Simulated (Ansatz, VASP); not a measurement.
Mo in VASP and in Ansatz

INCAR

```
SYSTEM = Mo
ALGO = Normal ; EDIFF = 1E-7
ENCUT = 520 ; GGA = PE
GGA_COMPAT = .FALSE. ; ISIF = 2
ISMEAR = -1 ; LASPH = .TRUE.
LCHARG = .FALSE. ; LMAXMIX = 4
LNONCOLLINEAR = .TRUE. ; LORBIT = 11
LORBMOM = .TRUE. ; LREAL = .FALSE.
LSORBIT = .TRUE. ; LWAVE = .FALSE.
MAGMOM = 0 0 0 ; NBANDS = 25
NELM = 150 ; PREC = Accurate
SIGMA = 0.05
```

The input KPOINTS:

```
k-points
0
G
  23 23 23
  0 0 0
```

The input POSCAR:

```
Mo
1.0
   -1.5804816334      1.5804816334      1.5804816334
    1.5804816334     -1.5804816334      1.5804816334
    1.5804816334      1.5804816334     -1.5804816334
Mo
1
Direct
    0.0000000000      0.0000000000      0.0000000000
```

Input for Ansatz:

```yaml
crystal:
  lattice:
    - [-1.5804816334, 1.5804816334, 1.5804816334]
    - [1.5804816334, -1.5804816334, 1.5804816334]
    - [1.5804816334, 1.5804816334, -1.5804816334]
  atoms:
    - { symbol: Mo, position: [0.0, 0.0, 0.0] }
kpoints:
  mp_grid: { grid: [23, 23, 23] }
scf:
  occupations: { method: fermi_dirac, width: 0.05 }
hamiltonian:
  xc: pbe
  pseudopotentials: { kind: all_electron, lapw: { basis_error: 0.0005 } }
output:
  forces: true
  stress: true
  eigenvalues: true
magnetization:
  noncollinear: true
  spin_orbit: true
```

Alike in both runs: task single point; functional PBE; k mesh 23 × 23 × 23; occupations fermi-dirac, width 0.05 eV; non-collinear spin, spin-orbit coupling.

|  | VASP | Ansatz |
| --- | --- | --- |
| version | VASP 6.6.1 | Ansatz 0.2.0 |
| potentials or method | VASP PAW PBE potentials, release 64 (Mo_sv), cutoff 520 eV | all-electron LAPW |

Ansatz gave:

| Property | Result |
| --- | --- |
| pressure (GPa) | 0.1 |

Q: Estimate VASP's values.

A: Pressure (GPa): 0.6.

Ansatz ran all-electron here, and VASP with PAW potentials.
